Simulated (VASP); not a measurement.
Set up this calculation in VASP 6.6.1, as the native input.

| Item | Value |
| --- | --- |
| Task | single point |
| Functional | PBEsol |
| Potentials or basis | VASP PAW PBE potentials, release 64 (Mo_sv, Te) |
| Cutoff | 520 eV |
| k mesh | 9 × 9 × 1 |
| Occupations | fermi-dirac, width 0.05 eV |
| Spin | no spin polarisation |
| Dipole correction | no |
| Further INCAR settings | ALGO = Normal; EDIFF = 1e-07; NBANDS = 20 |

The structure of Te2Mo lies in POSCAR:

```
Te2Mo
1.0
    3.4909190000      0.0000000000      0.0000000000
   -1.7454600000      3.0232250000      0.0000000000
    0.0000000000      0.0000000000     18.0000000000
Mo Te
1 2
Direct
    0.3333330000      0.6666670000      0.5000000000
    0.6666670000      0.3333330000      0.6001860000
    0.6666670000      0.3333330000      0.3998140000
```

These files were run (other wordings do the same):

INCAR

```
  ALGO = Normal
  EDIFF = 1E-7
  ENCUT = 520
  GGA = PS
  ISIF = 2
  ISMEAR = -1
  LASPH = True
  LCHARG = True
  LELF = True
  LREAL = False
  LVHAR = True
  LWAVE = False
  NBANDS = 20
  NELM = 60
  PREC = Accurate
  SIGMA = 0.05
```

KPOINTS

```
k-points
0
Gamma
  9 9 1
```

Potentials or basis: VASP PAW PBE potentials, release 64 (Mo_sv, Te).

The run is started by

```sh
$ cat potpaw_PBE.64/Mo_sv/POTCAR potpaw_PBE.64/Te/POTCAR > POTCAR
$ mpirun -np 1 vasp_std > vasp.out
```

It gave:

```
Largest force          : 0.032 eV/Å
Band gap on the k mesh : 1.20 eV, direct
```

Caveat: the PAW data sets were made with another functional, which shifts forces and pressure a little; spin-orbit coupling is left out, which moves the levels of the heavy elements.

It took 91 s on 1 thread of Intel(R) Xeon(R) Platinum 8175M CPU @ 2.50GHz (Skylake/Cascade Lake) (shared host), peak memory 0.33 GiB.
